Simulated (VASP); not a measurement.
Set up this calculation in VASP 6.6.1, as the native input.

| Property | Result |
| --- | --- |
| Task | relaxation of cell and atoms |
| Functional | PBE |
| Potentials or basis | VASP PAW PBE potentials, release 64 (Sr_sv, Ni, Pt) |
| Cutoff | 600 eV |
| k mesh | 4 × 4 × 4 |
| Occupations | gaussian, width 0.1 eV |
| Spin | collinear spin, ferromagnetic start |
| Starting moments | [0.0, 0.35, 0.0, 0.0, 0.0] μB |
| Dipole correction | no |
| Further INCAR settings | ALGO = Normal; EDIFF = 1e-07; IBRION = 2; EDIFFG = -0.04; NSW = 90; ISIF = 3 |

The structure of SrNiPt3 lies in POSCAR:

```
SrNiPt3
1.0
    4.2106129854      0.0000000000      0.0000000000
    0.0000000000      4.2106129854      0.0000000000
    0.0000000000      0.0000000000      4.2633775592
Sr Ni Pt
1 1 3
Direct
    0.0000000000      0.0000000000      0.0000000000
    0.5000000000      0.5000000000      0.5150000000
    0.5000000000      0.5000000000      0.9750000000
    0.0000000000      0.5000000000      0.4850000000
    0.5000000000      0.0000000000      0.4850000000
```

The input as run:

INCAR

```
SYSTEM = SrNiPt3
PREC     = Accurate       ! precision mode
ENCUT    = 600            ! plane-wave cutoff, eV
EDIFF    = 1E-7           ! SCF threshold, eV
ISMEAR   = 0              ! smearing method
SIGMA    = 0.1            ! smearing width, eV
LREAL    = .False.        ! projectors in reciprocal space
LASPH    = .True.         ! aspherical terms in the spheres
NELM     = 150            ! most SCF steps
ALGO     = Normal         ! electronic algorithm
ISIF     = 3              ! what is computed and relaxed
LWAVE    = .False.        ! write WAVECAR
LCHARG   = .False.        ! write CHGCAR
ISPIN    = 2              ! spin polarisation
MAGMOM   = 0 0.35 0 0 0   ! initial moments
LORBIT   = 11             ! projections on sites
LMAXMIX  = 4              ! l up to which the mixer works
GGA      = PE             ! functional
IBRION   = 2              ! ionic algorithm
NSW      = 90             ! ionic steps
EDIFFG   = -0.04          ! ionic threshold
```

KPOINTS

```
regular mesh
0
Gamma
  4 4 4
  0 0 0
```

Potentials or basis: VASP PAW PBE potentials, release 64 (Sr_sv, Ni, Pt).

The run is started by

```bash
$ cat potpaw_PBE.64/Sr_sv/POTCAR potpaw_PBE.64/Ni/POTCAR potpaw_PBE.64/Pt/POTCAR > POTCAR
$ mpirun -np 1 vasp_std > vasp.out
```

Results of the run:

```json
{
  "Relaxed volume": "19.45 Å³/atom",
  "Relaxed cell": "a = 4.381 Å, b = 4.381 Å, c = 5.069 Å, α = 90.00°, β = 90.00°, γ = 90.00°",
  "Space group after relaxing (to 0.1 Å)": "P4mm (No. 99)",
  "Energy gained by relaxing": "1397.0 meV/atom",
  "Ionic steps": "39",
  "Pressure after relaxing": "0.0 GPa",
  "Largest force after relaxing": "0.016 eV/Å",
  "Band gap on the k mesh": "zero (filled and empty bands overlap)",
  "Net moment": "0.00 μB per cell",
  "Valence electrons inside the program's atomic spheres": "Sr 8.00; Ni 9.32; Pt 9.34, 9.18 (each value once)"
}
```

Caveat: the k points lie up to 0.36 Å⁻¹ apart in the final cell, too coarse for converged energies and pressures of a metal; the volume moved by over 15 % at a fixed basis, so the end points are rough; spin-orbit coupling is left out, which moves the levels of the heavy elements.

Run time: 32 min on 1 thread of Intel(R) Xeon(R) 6975P-C (Granite Rapids), on a shared host, peak memory 0.33 GiB.
